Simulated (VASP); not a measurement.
Crystal: Au.

```
Au
1.0
     2.90000    0.00000    0.00000
    -1.45000    2.51147    0.00000
     0.00000    0.00000    4.88000
Au
2
Cartesian
  0.0000 1.6743 3.6600
  1.4500 0.8372 1.2200
```

This isn't the form of Au at room conditions, which is fcc.

Base run:

| Item | Value |
| --- | --- |
| Program | VASP 6.6.1 |
| Functional | r2SCAN |
| Potentials or basis | VASP PAW PBE potentials, release 64 (Au) |
| Cutoff | 520 eV |
| k mesh | 18 × 18 × 10 |
| Occupations | fermi-dirac, width 0.05 eV |
| Spin | no spin polarisation |

Its results: band gap on the k mesh zero (bands 11 and 12 overlap by 7.08 eV); pressure -1.2 GPa.

Problem. The run is repeated on the same cell with these changes: functional from r2SCAN to PBEsol. What comes out?

Solution. Band gap on the k mesh zero (bands 11 and 12 overlap by 6.62 eV); pressure -6.6 GPa.

Caveats: the PAW data sets were made with another functional, which shifts forces and pressure a little; spin-orbit coupling is left out, which moves the levels of the heavy elements; the cell stands under tension (at least some runs).
